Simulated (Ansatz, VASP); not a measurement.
Two plane-wave programs on LuAl4Pt

```xyz
6
Lattice="3.0421 0.0000 0.0000 0.0000 3.0421 0.0000 0.0000 0.0000 12.7599" Properties=species:S:1:pos:R:3 pbc="T T T"
Lu    0.0000    0.0000    6.3800
Al    1.5210    1.5210    4.1654
Al    1.5210    1.5210   11.2058
Al    1.5210    1.5210    1.5541
Al    1.5210    1.5210    8.5945
Pt    0.0000    0.0000    0.0000
```

Change from the starting cell: species swapped into the MnFeSi4 type (P4/mmm, No. 123).

Alike in both runs: functional PBE; k mesh 12 × 12 × 4; occupations gaussian, width 0.1 eV; no spin polarisation.

Ansatz relaxed the structure, and its values are those at the end. VASP's run is a single point on that final structure, the one shown.

|  | VASP | Ansatz |
| --- | --- | --- |
| version | VASP 6.6.1 | Ansatz 0.2.0 |
| potentials or method | VASP PAW PBE potentials, release 64 (Lu, Al, Pt), cutoff 520 eV | scalar-relativistic, plane waves, PAW |
| valence electrons in the cell | 47 | 55 |

Ansatz gave:

```
gap on the k mesh at the Fermi level (eV) : none
pressure (GPa)                            : 0.0
rms of the force components (eV/Å)        : 0.001
```

Which values does VASP return?

gap on the k mesh at the Fermi level (eV): none; pressure (GPa): -0.6; rms of the force components (eV/Å): 0.005.

A gap of «none» marks a metal or a gap that the smearing closes. VASP's potentials hold 47 valence electrons a cell and Ansatz's 55, so a difference there can come from the potentials and not from the codes.

Neither program's run includes spin-orbit coupling.
